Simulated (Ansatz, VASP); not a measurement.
# One calculation of ZrN, two programs

The input INCAR:

```
SYSTEM = ZrN
ALGO = Normal ; EDIFF = 1E-8
ENCUT = 520 ; GGA = PE
GGA_COMPAT = .FALSE. ; ISIF = 2
ISMEAR = -1 ; LASPH = .TRUE.
LCHARG = .FALSE. ; LEFG = .TRUE.
LREAL = .FALSE. ; LWAVE = .FALSE.
NBANDS = 16 ; NELM = 120
PREC = Accurate ; SIGMA = 0.01
```

KPOINTS

```
k-points
0
G
  9 9 9
  0 0 0
```

File POSCAR:

```
ZrN
1.0
    0.0000000000      2.2379966444      2.2379966444
    2.2379966444      0.0000000000      2.2379966444
    2.2379966444      2.2379966444      0.0000000000
Zr N
1 1
Direct
    0.0000000000      0.0000000000      0.0000000000
    0.5000000000      0.5000000000      0.5000000000
```

Input for Ansatz:

```yaml
crystal:
  lattice:
    - [0.0, 2.2379966444, 2.2379966444]
    - [2.2379966444, 0.0, 2.2379966444]
    - [2.2379966444, 2.2379966444, 0.0]
  atoms:
    - { symbol: Zr, position: [0.0, 0.0, 0.0] }
    - { symbol: "N", position: [0.5, 0.5, 0.5] }
kpoints:
  mp_grid: { grid: [9, 9, 9] }
scf:
  occupations: { method: fermi_dirac, width: 0.01 }
hamiltonian:
  xc: pbe
  pseudopotentials: { kind: paw }
output:
  forces: true
  stress: true
  eigenvalues: true
  efg: { contact_densities: true }
  write_density: true
  write_potential: true
  elf: true
  volumetric_format: npy
```

Change from the starting cell: volume scaled by 0.9405, PAW files.

Alike in both runs: task electric field gradients; functional PBE; k mesh 9 × 9 × 9; occupations fermi-dirac, width 0.01 eV; no spin polarisation.

```csv
,VASP,Ansatz
version,VASP 6.6.1,Ansatz 0.2.0
potentials or method,"VASP PAW PBE potentials, release 64 (Zr_sv, N)","PAW with Ansatz's default frozen-core files, scalar-relativistic"
plane-wave cutoff (eV),520,420
valence electrons in the cell,17,17
```

Ansatz gave:

```
pressure (GPa) : 23.2
```

**Question.** Estimate VASP's values.

**Answer.** Pressure (GPa): 23.5.
